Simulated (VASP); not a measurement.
# YHg: single point with LDA

The system is YHg.

```xyz
2
Lattice="3.7188 0.0000 0.0000 0.0000 3.7188 0.0000 0.0000 0.0000 3.6820" Properties=species:S:1:pos:R:3 pbc="T T T"
Y     1.8594    1.8594    1.8410
Hg    0.0000    0.0000    0.0000
```

This cell differs from its parent crystal: equal xx and yy strain of +1 %.

| Property | Result |
| --- | --- |
| Program | VASP 6.6.1 |
| Task | single point |
| Functional | LDA |
| Potentials or basis | VASP PAW LDA potentials, release 64 (Y_sv, Hg) |
| Cutoff | 520 eV |
| k mesh | 11 × 11 × 11 |
| Occupations | fermi-dirac, width 0.08 eV |
| Spin | no spin polarisation |
| Dipole correction | no |
| Further INCAR settings | ALGO = Normal; EDIFF = 1e-06; NBANDS = 18 |

| Item | Value |
| --- | --- |
| Pressure | -4.5 GPa |
| Band gap on the k mesh | zero (an odd number of electrons rules out a gap without spin polarisation) |

Stress tensor (GPa, compression positive):
```
-4.65  0.00  0.00
 0.00 -4.65  0.00
 0.00  0.00 -4.32
```

Levels at points of the mesh, in eV from the Fermi level:
```
           k point  band 7  band 8  band 9  band 10  band 11  band 12  band 13  band 14  band 15  band 16
(0.00, 0.00, 0.00)   -7.70   -7.17   -7.15    -7.15     0.23     0.26     3.68     3.72     3.72     4.32
```

It took 30 s on 1 thread of Intel(R) Xeon(R) 6975P-C (Granite Rapids), on a shared host, peak memory 0.25 GiB.

Caveat: the cell differs from its parent crystal (equal xx and yy strain of +1 %); the cell stands under tension; spin-orbit coupling is left out, which moves the levels of the heavy elements.
